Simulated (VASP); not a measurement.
# Os (Im-3m) in VASP: notebook

The runs below take Os through single point, with PBEsol.

Everything below comes from runs of VASP 6.6.1. Logs are shortened: lines on timing, memory, paths and dates and some standing lists are left out, and cuts for length are marked.

### 1 The cell of the first run

The structure is cubic, space group Im-3m (No. 229). The conventional cell has a = 2.901 Å, b = 2.901 Å, c = 2.901 Å, α = 90.00°, β = 90.00°, γ = 90.00°. Within 3.3 Å of Os (site symmetry m-3m) lie 14 Os at 2.51 to 2.90 Å.

This isn't the form of Os at room conditions, which is hcp.

### 2 Single point, PBEsol (12.20 Å³/atom)

Contents of INCAR:

```
SYSTEM = Os
PREC     = Accurate       ! precision mode
ENCUT    = 520            ! plane-wave cutoff, eV
EDIFF    = 1E-6           ! SCF threshold, eV
ISMEAR   = -1             ! smearing method
SIGMA    = 0.05           ! smearing width, eV
LREAL    = .False.        ! projectors in reciprocal space
LASPH    = .True.         ! aspherical terms in the spheres
NELM     = 100            ! most SCF steps
ALGO     = Normal         ! electronic algorithm
ISIF     = 2              ! what is computed and relaxed
LWAVE    = .False.        ! write WAVECAR
LCHARG   = .False.        ! write CHGCAR
GGA      = PS             ! functional
NBANDS   = 10             ! bands
```

Contents of KPOINTS:

```
regular mesh
0
Gamma
  19 19 19
  0 0 0
```

Contents of POSCAR:

```
Os
1.0
   -1.4502793734      1.4502793734      1.4502793734
    1.4502793734     -1.4502793734      1.4502793734
    1.4502793734      1.4502793734     -1.4502793734
Os
1
Direct
    0.0000000000      0.0000000000      0.0000000000
```

Potentials or basis: VASP PAW PBE potentials, release 64 (Os).

The run is started by

```sh
> cat potpaw_PBE.64/Os/POTCAR > POTCAR
> mpirun -np 1 vasp_std > vasp.out
```

OUTCAR:

```text
SYSTEM = Os
   PREC = Accurate
   ENCUT = 520
   EDIFF = 1E-6
   ISMEAR = -1
   LREAL = .False.
   LASPH = .True.
   NELM = 100
   ISIF = 2
   GGA = PS

 ion  position               nearest neighbor table
   1  0.000  0.000  0.000-

  LATTYP: Found a body centered cubic cell.
 ALAT       =     2.9005587468

  Lattice vectors:

 A1 = (  -1.4502793734,   1.4502793734,   1.4502793734)
 A2 = (   1.4502793734,  -1.4502793734,   1.4502793734)
 A3 = (   1.4502793734,   1.4502793734,  -1.4502793734)

Analysis of symmetry for initial positions (statically):
=====================================================================
 Subroutine PRICEL returns:
 Original cell was already a primitive cell.

 Routine SETGRP: Setting up the symmetry group for a
 body centered cubic supercell.

 Subroutine GETGRP returns: Found 48 space group operations
 (whereof 48 operations were pure point group operations)
 out of a pool of 48 trial point group operations.

The static configuration has the point symmetry O_h .

Analysis of symmetry for dynamics (positions and initial velocities):
=====================================================================
 Subroutine PRICEL returns:
 Original cell was already a primitive cell.

 Routine SETGRP: Setting up the symmetry group for a
 body centered cubic supercell.

 Subroutine GETGRP returns: Found 48 space group operations
 (whereof 48 operations were pure point group operations)
 out of a pool of 48 trial point group operations.

The dynamic configuration has the point symmetry O_h .

 Subroutine INISYM returns: Found 48 space group operations
 (whereof 48 operations are pure point group operations),
 and found     1 'primitive' translations

----------------------------------------------------------------------------------------

                                     Primitive cell

  volume of cell :      12.2015

  direct lattice vectors                    reciprocal lattice vectors
    -1.450279373  1.450279373  1.450279373     0.000000000  0.344761161  0.344761161
     1.450279373 -1.450279373  1.450279373     0.344761161  0.000000000  0.344761161
     1.450279373  1.450279373 -1.450279373     0.344761161  0.344761161  0.000000000

  length of vectors
     2.511957560  2.511957560  2.511957560     0.487565909  0.487565909  0.487565909

  position of ions in fractional coordinates (direct lattice)
     0.000000000  0.000000000  0.000000000

  ion indices of the primitive-cell ions
   primitive index   ion index
                 1           1

----------------------------------------------------------------------------------------

 KPOINTS: regular mesh

Automatic generation of k-mesh.
 Grid dimensions read from file:
 generate k-points for:   19   19   19

 Generating k-lattice:

  Cartesian coordinates                     Fractional coordinates (reciprocal lattice)
     0.000000000  0.018145324  0.018145324     0.052631579  0.000000000  0.000000000
     0.018145324  0.000000000  0.018145324     0.000000000  0.052631579  0.000000000
     0.018145324  0.018145324  0.000000000     0.000000000  0.000000000  0.052631579

  Length of vectors
     0.025661364  0.025661364  0.025661364

  Shift w.r.t. Gamma in fractional coordinates (k-lattice)
     0.000000000  0.000000000  0.000000000

 Subroutine IBZKPT returns following result:
 ===========================================

 Found    220 irreducible k-points:

 Following reciprocal coordinates:
            Coordinates               Weight
  0.000000  0.000000  0.000000      1.000000
  0.052632  0.000000  0.000000     12.000000
  0.105263  0.000000  0.000000     12.000000
  0.157895  0.000000  0.000000     12.000000
  0.210526  0.000000  0.000000     12.000000
  0.263158  0.000000  0.000000     12.000000
[... 16 lines left out ...]
  0.263158  0.105263  0.000000     48.000000
  0.315789  0.105263  0.000000     48.000000
 [... further k-points ...]
   k-points           NKPTS =    220   k-points in BZ     NKDIM =    220   number of bands    NBANDS=     10
   number of dos      NEDOS =    301   number of ions     NIONS =      1
   total plane-waves  NPLWV =   8000
   dimension x,y,z NGX =    20 NGY =   20 NGZ =   20
   dimension x,y,z NGXF=    40 NGYF=   40 NGZF=   40
   ions per type =               1
   NGX,Y,Z   is equivalent  to a cutoff of  13.24, 13.24, 13.24 a.u.
   NGXF,Y,Z  is equivalent  to a cutoff of  26.47, 26.47, 26.47 a.u.
 SYSTEM =  Os
   PREC   = accura    normal or accurate (medium, high low for compatibility)
   ISTART =      0    job   : 0-new  1-cont  2-samecut
   ICHARG =      2    charge: 1-file 2-atom 10-const
   ISPIN  =      1    spin polarized calculation?
   LNONCOLLINEAR =      F non collinear calculations
   LSORBIT =      F    spin-orbit coupling
   LASPH  =      T    aspherical Exc in radial PAW
   ENCUT  =  520.0 eV  38.22 Ry    6.18 a.u.   4.67  4.67  4.67*2*pi/ulx,y,z
   NELM   =    100;   NELMIN=  2; NELMDL= -5     # of ELM steps
   EDIFF  = 0.1E-05   stopping-criterion for ELM
   LREAL  =      F    real-space projection
   EDIFFG = 0.1E-04   stopping-criterion for IOM
   NSW    =      0    number of steps for IOM
   IBRION =     -1    ionic relax: 0-MD 1-quasi-New 2-CG
   NFREE  =      0    steps in history (QN), initial steepest desc. (CG)
   ISIF   =      2    stress and relaxation
   ISYM   =      2    0-nonsym 1-usesym 2-fastsym
   POTIM  = 0.5000    time-step for ionic-motion
   TEBEG  =    0.0;   TEEND  =   0.0 temperature during run
   PSTRESS=    0.0 pullay stress
   NELECT =       8.0000    total number of electrons
   NUPDOWN=      -1.0000    fix difference up-down
   EMIN   =  10.00;   EMAX   =-10.00  energy-range for DOS
   EFERMI =   0.00;   METHOD = LEGACY
   ISMEAR =    -1;   SIGMA  =   0.05  broadening in eV -4-tet -1-fermi 0-gaus
   EFERMI_NEDOS =   21; number of points for ismear=-14 and -15
   IALGO  =     38    algorithm
   IMIX   =      4    mixing-type and parameters
     AMIX     =   0.40;   BMIX     =  1.00
     AMIX_MAG =   1.60;   BMIX_MAG =  1.00
  volume/ion in A,a.u.               =      12.20        82.34
  Fermi-wavevector in a.u.,A,eV,Ry     =   1.422219  2.687604 27.520600  2.022707
  Thomas-Fermi vector in A             =   2.542946
   LORBIT       =      0    0 simple, 1 ext, 2 COOP (PROOUT), +10 PAW based schemes
   GGA     = PS    functional components
   LHFCALC =     F    Hartree Fock is set to
   AEXX    =    0.0000 exact exchange contribution
   IVDW    =     0    specifies the selected vdW correction
   LEPSILON=     F    determine dielectric tensor
   LRPA    =     F    only Hartree local field effects (RPA)
 non-spin polarized calculation
  energy-cutoff  :      520.00
  volume of cell :       12.20
 maximum number of plane-waves:       342
   NGX =  9   NGY =  9   NGZ =  9

 number of electron       8.0000001 magnetization

 Free energy of the ion-electron system (eV)
  ---------------------------------------------------
  ext. energy  EPLUGINS =         0.00000000
  ---------------------------------------------------
  free energy    TOTEN  =       -10.76304573 eV

  energy without entropy =      -10.75346029  energy(sigma->0) =      -10.75825301

 E-fermi :  11.9004     XC(G=0): -14.9316

 val. band max:       11.8932177792   @ k =   0.2105   0.1579   0.1053
 cond. band min:      11.9003797878   @ k =   0.1579   0.0526   0.0000
 fundamental gap:      0.0071620085
 Fermi energy:        11.9003681921

 k-point     1 :       0.0000    0.0000    0.0000
  band No.  band energies     occupation
      1      -0.7577      2.00000
      2       7.5960      2.00000
      3       7.5960      2.00000
      4       7.5960      2.00000
      5      11.7025      1.96249
      6      11.7025      1.96249
      7      28.1438      0.00000
      8      28.1438      0.00000
      9      28.1438      0.00000
     10      42.7558      0.00000

 k-point     2 :       0.0526    0.0000    0.0000
  band No.  band energies     occupation
      1      -0.5952      2.00000
      2       7.5045      2.00000
      3       7.5850      2.00000
      4       7.7538      2.00000
      5      11.5587      1.99785
      6      11.7064      1.95952
      7      28.2760      0.00000
      8      28.4131      0.00000
      9      28.5180      0.00000
     10      41.2063      0.00000

 k-point     3 :       0.1053    0.0000    0.0000
  band No.  band energies     occupation
      1      -0.1266      2.00000
      2       7.2484      2.00000
      3       7.5328      2.00000
      4       8.2219      2.00000
      5      11.2321      2.00000
      6      11.7234      1.94360
      7      28.6114      0.00000
      8      29.2009      0.00000
      9      29.4929      0.00000
     10      38.9479      0.00000

 k-point     4 :       0.1579    0.0000    0.0000
  band No.  band energies     occupation
      1       0.5843      2.00000
      2       6.8752      2.00000
      3       7.4105      2.00000
      4       8.9843      2.00000
      5      10.9512      2.00000
      6      11.7670      1.87013
      7      28.9267      0.00000
      8      30.4552      0.00000
      9      30.6020      0.00000
     10      37.1807      0.00000
[... 222 lines left out ...]
 k-point    22 :       0.2105    0.1053    0.0000
  band No.  band energies     occupation
      1       2.5338      2.00000
      2       6.0702      2.00000
      3       6.8373      2.00000
      4      10.6623      2.00000
      5      12.0155      0.18193
      6      12.3479      0.00026
      7      28.2707      0.00000
      8      29.9588      0.00000
      9      33.0951      0.00000
     10      36.0212      0.00000

 k-point    23 :       0.2632    0.1053    0.0000
  band No.  band energies     occupation
      1       2.9100      2.00000
      2       5.6965      2.00000
      3       7.3402      2.00000
      4      10.9600      2.00000
      5      12.4777      0.00002
      6      13.5290      0.00000
      7      26.8583      0.00000
      8      28.5329      0.00000
      9      34.2768      0.00000
     10      34.9011      0.00000

 k-point    24 :       0.3158    0.1053    0.0000
  band No.  band energies     occupation
      1       2.9275      2.00000
      2       5.4034      2.00000
      3       8.2668      2.00000
      4      11.3293      1.99998
      5      12.6552      0.00000
      6      15.0293      0.00000
      7      25.4354      0.00000
      8      26.9135      0.00000
      9      32.7739      0.00000
     10      36.7085      0.00000

 [... further k-points ...]
[... 5 lines left out ...]
  --------------------------------------------------------------------------------------
  -------------------------------------------------------------------------------------
  Total        7.2869819      7.2869819      7.2869819      0.0000000      0.0000000      0.0000000
  in kB      956.8487048    956.8487048    956.8487048      0.0000000      0.0000000      0.0000000
  external PRESSURE =     956.8487048 kB  Pullay stress =       0.0000000 kB

 VOLUME and BASIS-vectors are now :
 -----------------------------------------------------------------------------
  energy-cutoff  :      520.00
  volume of cell :       12.20
      direct lattice vectors                 reciprocal lattice vectors
    -1.450279373  1.450279373  1.450279373     0.000000000  0.344761161  0.344761161
     1.450279373 -1.450279373  1.450279373     0.344761161  0.000000000  0.344761161
     1.450279373  1.450279373 -1.450279373     0.344761161  0.344761161  0.000000000

 POSITION                                       TOTAL-FORCE (eV/Angst)
 -----------------------------------------------------------------------------------
      0.00000      0.00000      0.00000        -0.000000      0.000000      0.000000
 -----------------------------------------------------------------------------------
    total drift:                                0.000000     -0.000000      0.000000

  FREE ENERGIE OF THE ION-ELECTRON SYSTEM (eV)
  ---------------------------------------------------
  free  energy   TOTEN  =       -10.7630457274 eV

  energy  without entropy=      -10.7534602874  energy(sigma->0) =      -10.75825301
```

Run time: 37 s. Hardware: 1 thread of Intel Xeon 8259CL, shared host; peak memory 0.15 GiB.

Results:

- Free energy: -10.7630 eV
- Pressure: 95.7 GPa
- Band gap on the k mesh: zero (bands 4 and 5 overlap by 5.93 eV)

Caveat: the cell stands under pressure; the PAW data sets were made with another functional, which shifts forces and pressure a little; spin-orbit coupling is left out, which moves the levels of the heavy elements.

### 3 Single point, PBEsol (13.64 Å³/atom)

This run uses another cell than the first one, of 13.64 Å³/atom.

Contents of INCAR:

```
ALGO = Normal ; EDIFF = 1E-6
ENCUT = 520 ; GGA = PS
ISIF = 2 ; ISMEAR = -1
LASPH = T ; LCHARG = F
LREAL = F ; LWAVE = F
NBANDS = 10 ; NELM = 100
PREC = Accurate ; SIGMA = 0.05
```

Contents of KPOINTS:

```
k-points
0
Gamma
  19 19 19
```

Contents of POSCAR:

```
Os
1.0
   -1.5050579777      1.5050579777      1.5050579777
    1.5050579777     -1.5050579777      1.5050579777
    1.5050579777      1.5050579777     -1.5050579777
Os
1
Direct
    0.0000000000      0.0000000000      0.0000000000
```

Potentials or basis: VASP PAW PBE potentials, release 64 (Os).

The run is started by

```sh
> cat potpaw_PBE.64/Os/POTCAR > POTCAR
> mpirun -np 1 vasp_std > vasp.out
```

OUTCAR:

```text
EDIFF = 1E-6
   ENCUT = 520
   GGA = PS
   ISIF = 2
   ISMEAR = -1
   LASPH = T
   LREAL = F
   NELM = 100
   PREC = Accurate

 ion  position               nearest neighbor table
   1  0.000  0.000  0.000-

  LATTYP: Found a body centered cubic cell.
 ALAT       =     3.0101159554

  Lattice vectors:

 A1 = (  -1.5050579777,   1.5050579777,   1.5050579777)
 A2 = (   1.5050579777,  -1.5050579777,   1.5050579777)
 A3 = (   1.5050579777,   1.5050579777,  -1.5050579777)

[... 479 lines left out ...]
      1       2.1252      2.00000
      2       4.4860      2.00000
      3       6.7664      2.00000
      4       9.5475      1.99988
      5      10.6458      0.00001
      6      12.6682      0.00000
      7      22.2754      0.00000
      8      24.3648      0.00000
      9      29.0679      0.00000
     10      33.7217      0.00000

 [... further k-points ...]
[... 5 lines left out ...]
  --------------------------------------------------------------------------------------
  -------------------------------------------------------------------------------------
  Total        2.0129522      2.0129522      2.0129522      0.0000000      0.0000000      0.0000000
  in kB      236.4963065    236.4963065    236.4963065      0.0000000      0.0000000      0.0000000
  external PRESSURE =     236.4963065 kB  Pullay stress =       0.0000000 kB

 VOLUME and BASIS-vectors are now :
 -----------------------------------------------------------------------------
  energy-cutoff  :      520.00
  volume of cell :       13.64
      direct lattice vectors                 reciprocal lattice vectors
    -1.505057978  1.505057978  1.505057978     0.000000000  0.332213116  0.332213116
     1.505057978 -1.505057978  1.505057978     0.332213116  0.000000000  0.332213116
     1.505057978  1.505057978 -1.505057978     0.332213116  0.332213116  0.000000000

 POSITION                                       TOTAL-FORCE (eV/Angst)
 -----------------------------------------------------------------------------------
      0.00000      0.00000      0.00000         0.000000      0.000000      0.000000
 -----------------------------------------------------------------------------------
    total drift:                                0.000000      0.000000      0.000000

  FREE ENERGIE OF THE ION-ELECTRON SYSTEM (eV)
  ---------------------------------------------------
  free  energy   TOTEN  =       -11.2671336010 eV

  energy  without entropy=      -11.2557998449  energy(sigma->0) =      -11.26146672
```

OSZICAR:

```text
N       E                     dE             d eps       ncg     rms          rms(c)
DAV:   1     0.368263522755E+02    0.36826E+02   -0.42537E+03  4488   0.751E+02
DAV:   2    -0.107928371784E+02   -0.47619E+02   -0.44767E+02  4512   0.202E+02
DAV:   3    -0.119084800906E+02   -0.11156E+01   -0.11063E+01  5144   0.286E+01
DAV:   4    -0.119116009357E+02   -0.31208E-02   -0.31204E-02  4864   0.165E+00
DAV:   5    -0.119116115560E+02   -0.10620E-04   -0.10620E-04  4994   0.884E-02    0.197E+01
DAV:   6    -0.114240184852E+02    0.48759E+00   -0.49857E-01  5238   0.546E+00    0.960E+00
DAV:   7    -0.112713224227E+02    0.15270E+00   -0.39780E-01  5500   0.464E+00    0.732E-01
DAV:   8    -0.112672888497E+02    0.40336E-02   -0.31765E-03  4708   0.564E-01    0.234E-01
DAV:   9    -0.112671396132E+02    0.14924E-03   -0.19953E-04  5088   0.147E-01    0.231E-02
DAV:  10    -0.112671336938E+02    0.59194E-05   -0.27609E-06  4756   0.214E-02    0.405E-03
DAV:  11    -0.112671336010E+02    0.92786E-07   -0.23017E-08  2614   0.225E-03
   1 F= -.11267134E+02 E0= -.11261467E+02  d E =-.113338E-01
```

stdout:

```text
POSCAR found type information on POSCAR Os
 POSCAR found :  1 types and       1 ions
 scaLAPACK will be used
 -----------------------------------------------------------------------------
|                                                                             |
|                                                                             |
|     You enforced a specific xc type in the INCAR file but a different       |
|     I HOPE YOU KNOW WHAT YOU ARE DOING!                                     |
|                                                                             |
 -----------------------------------------------------------------------------

 LDA part: xc-table for (Slater+PW92), standard interpolation
 POSCAR, INCAR and KPOINTS ok, starting setup
 FFT: planning ... GRIDC
 FFT: planning ... GRID_SOFT
 FFT: planning ... GRID
 WAVECAR not read
 entering main loop
```

Wall time 26 s (1 thread of Intel Xeon 8259CL, shared host); peak memory 0.15 GiB.

What came out:

- Free energy: -11.2671 eV
- Pressure: 23.6 GPa
- Band gap on the k mesh: zero (bands 4 and 5 overlap by 5.00 eV)

Caveat: the cell stands under pressure; the PAW data sets were made with another functional, which shifts forces and pressure a little; spin-orbit coupling is left out, which moves the levels of the heavy elements.

(Part 1 of 2 ends here.)
